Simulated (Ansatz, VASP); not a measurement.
**One calculation of KCl, two programs**

```
K Cl
1.0
     0.00000    3.50728    3.50728
     3.50728    0.00000    3.50728
     3.50728    3.50728    0.00000
K Cl
1 1
Cartesian
  0.0000 0.0000 0.0000
  1.7536 1.7536 1.7536
```

Alike in both runs: task single point; functional r2SCAN; k mesh 6 × 6 × 6; no spin polarisation.

|  | VASP | Ansatz |
| --- | --- | --- |
| version | VASP 6.6.1 | Ansatz 0.2.0 |
| potentials or method | VASP PAW PBE potentials, release 64 (K_sv, Cl) | plane waves, PAW |
| plane-wave cutoff (eV) | 520 | 500 |
| occupations | gaussian, width 0.01 eV | fixed |
| valence electrons in the cell | 16 | 16 |

|  | VASP | Ansatz | Ansatz less VASP |
| --- | --- | --- | --- |
| gap on the k mesh at the Fermi level (eV) | 5.35 | 5.35 | -0.002 |

VASP's potentials were made for PBE, not for r2SCAN.
